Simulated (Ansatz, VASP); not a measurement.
# Two plane-wave programs on Si4Cl

```
CELL_PARAMETERS angstrom
4.69856 0.00000 0.00000
0.00000 4.69856 0.00000
0.00000 0.00000 4.69856
ATOMIC_POSITIONS crystal
Si 0.00000 0.00000 0.00000
Si 0.50000 0.50000 0.00000
Si 0.50000 0.00000 0.50000
Si 0.00000 0.50000 0.50000
Cl 0.50000 0.50000 0.50000
```

Change from the starting cell: species swapped into the Ni4N type (Pm-3m, No. 221).

Alike in both runs: task relaxation of cell and atoms; functional PBE; k mesh 8 × 8 × 8; occupations gaussian, width 0.1 eV; no spin polarisation.

|  | VASP | Ansatz |
| --- | --- | --- |
| version | VASP 6.6.1 | Ansatz 0.2.0 |
| potentials or method | VASP PAW PBE potentials, release 64 (Si, Cl), cutoff 600 eV | scalar-relativistic, plane waves, PAW |
| valence electrons in the cell | 23 | 23 |

VASP gave:

* gap on the k mesh at the Fermi level, each at its own relaxed structure (eV): none
* relaxed volume (Å³/atom): 21.30
* relaxed cell length with the largest relative difference (Å): 4.740

Task: Which values does Ansatz return?

Result: gap on the k mesh at the Fermi level, each at its own relaxed structure (eV): none; relaxed volume (Å³/atom): 21.23; relaxed cell length with the largest relative difference (Å): 4.735.

A gap of «none» marks a metal or a gap that the smearing closes.
